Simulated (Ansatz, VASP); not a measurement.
## One calculation of Ir, two programs

```
Ir
1.0
     0.00000    2.82879    2.82879
     2.82879    0.00000    2.82879
     2.82879    2.82879    0.00000
Ir
2
Direct
  0.12500 0.12500 0.12500
  0.87500 0.87500 0.87500
```

Alike in both runs: functional BLYP; k mesh 10 × 10 × 10; occupations fermi-dirac, width 0.1 eV; no spin polarisation.

Ansatz relaxed the structure, and its values are those at the end. VASP's run is a single point on that final structure, the one shown.

|  | VASP | Ansatz |
| --- | --- | --- |
| version | VASP 6.6.1 | Ansatz 0.2.0 |
| potentials or method | VASP PAW PBE potentials, release 64 (Ir), cutoff 520 eV | plane waves (420 eV) with PAW, scalar-relativistic |
| valence electrons in the cell | 18 | 34 |

Ansatz gave:

```
pressure (GPa) : 0.0
```

Q: Which values does VASP return?

A: Pressure (GPa): 0.8.

VASP's potentials were made for PBE, not for BLYP. With one functional, cell and mesh, what is left measures potentials, basis and numerics. VASP's potentials hold 18 valence electrons a cell and Ansatz's 34, so a difference there can come from the potentials and not from the codes.

Spin-orbit coupling is off throughout.
